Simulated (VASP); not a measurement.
## BP: relaxation of cell and atoms with r2SCAN+D4

The system is BP.

```
B P
1.0
     3.20885    0.00000    0.00000
     1.60443    2.77895    0.00000
     1.60443    0.92632    2.62002
B P
1 1
Direct
  0.00000 0.00000 0.00000
  0.25000 0.25000 0.25000
```

```
Program                : VASP 6.6.1
Task                   : relaxation of cell and atoms
Functional             : r2SCAN
Dispersion             : D4
Potentials or basis    : VASP PAW PBE potentials, release 64 (B, P)
Cutoff                 : 600 eV
k mesh                 : 8 × 8 × 8
Occupations            : gaussian, width 0.01 eV
Spin                   : no spin polarisation
Dipole correction      : no
Further INCAR settings : ALGO = Normal; EDIFF = 1e-06; IBRION = 2; EDIFFG = -0.01; NSW = 100; ISIF = 3
```

The relaxed volume is 11.51 Å³/atom. The relaxed cell is a = 3.193 Å, b = 3.193 Å, c = 3.193 Å, α = 60.00°, β = 60.00°, γ = 60.00°, the space group after relaxing (to 0.05 Å) is F-43m (No. 216) and the energy gained by relaxing is 1.3 meV/atom. The ionic steps are 3. The pressure after relaxing is 0.0 GPa and the band gap on the k mesh is 1.46 eV, indirect (least direct gap 3.66 eV). The dispersion energy per atom is -0.135 eV.

The path:
| step | energy change (eV) | largest force (eV/Å) | pressure (GPa) | volume (Å³) |
| --- | --- | --- | --- | --- |
| 1 | 0.0000 | 0.0000 | -2.43 | 23.36 |
| 2 | -0.0010 | 0.0000 | 2.02 | 22.77 |
| 3 | -0.0026 | 0.0000 | 0.01 | 23.03 |

Final structure:
```cif
data_structure
_symmetry_space_group_name_H-M 'P 1'
_symmetry_Int_Tables_number 1
_cell_length_a 3.1935
_cell_length_b 3.1935
_cell_length_c 3.1935
_cell_angle_alpha 60.000
_cell_angle_beta 60.000
_cell_angle_gamma 60.000
_cell_volume 23.03
loop_
_atom_site_label
_atom_site_type_symbol
_atom_site_fract_x
_atom_site_fract_y
_atom_site_fract_z
_atom_site_occupancy
B1 B 0.00000 0.00000 0.00000 1
P1 P 0.25000 0.25000 0.25000 1
```

Levels at points of the mesh, in eV from the valence-band top:
```csv
k point,band 1,band 2,band 3,band 4,band 5,band 6,band 7,band 8
"(0.00, 0.00, 0.00)",-16.39,0.00,0.00,0.00,3.66,3.66,3.66,8.24
"(0.50, 0.00, 0.00)",-12.84,-9.61,-1.88,-1.88,4.23,5.04,5.04,10.97
"(0.50, 0.50, 0.00)",-11.15,-9.20,-4.40,-4.40,1.51,1.90,13.21,13.21
```

Run time: 80 s on 1 thread of Intel Xeon 6975P-C, on a shared host, peak memory 0.15 GiB.

Caveat: the PAW data sets were made with another functional, which shifts forces and pressure a little. A k mesh can miss the band edges.
